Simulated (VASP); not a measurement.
**C: elastic constants with PBE**

Crystal: C.

```
C
1.0
     0.00000    1.76649    1.76649
     1.76649    0.00000    1.76649
     1.76649    1.76649    0.00000
C
2
Cartesian
  1.7665 1.7665 1.7665
  2.6497 2.6497 2.6497
```

| Item | Value |
| --- | --- |
| Program | VASP 6.6.1 |
| Task | elastic constants |
| Functional | PBE |
| Potentials or basis | VASP PAW PBE potentials, release 64 (C) |
| Cutoff | 600 eV |
| k mesh | 12 × 12 × 12 |
| Occupations | gaussian, width 0.01 eV |
| Spin | no spin polarisation |
| Dipole correction | no |
| Ions in elastic constants | relaxed |
| Further INCAR settings | ALGO = Normal; EDIFF = 1e-08; IBRION = 6; POTIM = 0.015; NSW = 1; ISIF = 3 |

```
Elastic constants C11, C12, C44 : 1111, 153, 602 GPa
Voigt bulk modulus              : 472 GPa
Highest phonon frequency at Γ   : 1336 cm⁻¹
```

Phonon frequencies in cm⁻¹ (negative: imaginary):
```csv
q point,frequencies
"(0.000, 0.000, 0.000)",0 0 0 1336 1336 1336
```

Elastic tensor in Voigt notation (GPa, in the Cartesian axes of the cell as first typed):
```
1111  153  153    0    0    0
 153 1111  153    0    0    0
 153  153 1111    0    0    0
   0    0    0  602    0    0
   0    0    0    0  602    0
   0    0    0    0    0  602
```

Clamped-ion elastic tensor (GPa):
```
1111  153  153    0    0    0
 153 1111  153    0    0    0
 153  153 1111    0    0    0
   0    0    0  610    0    0
   0    0    0    0  610    0
   0    0    0    0    0  610
```

It took 3.2 min on 1 thread of Intel(R) Xeon(R) Platinum 8259CL CPU @ 2.50GHz (Skylake/Cascade Lake), on a shared host, peak memory 0.19 GiB.

Caveat: the cell is under stress, which shifts elastic constants.
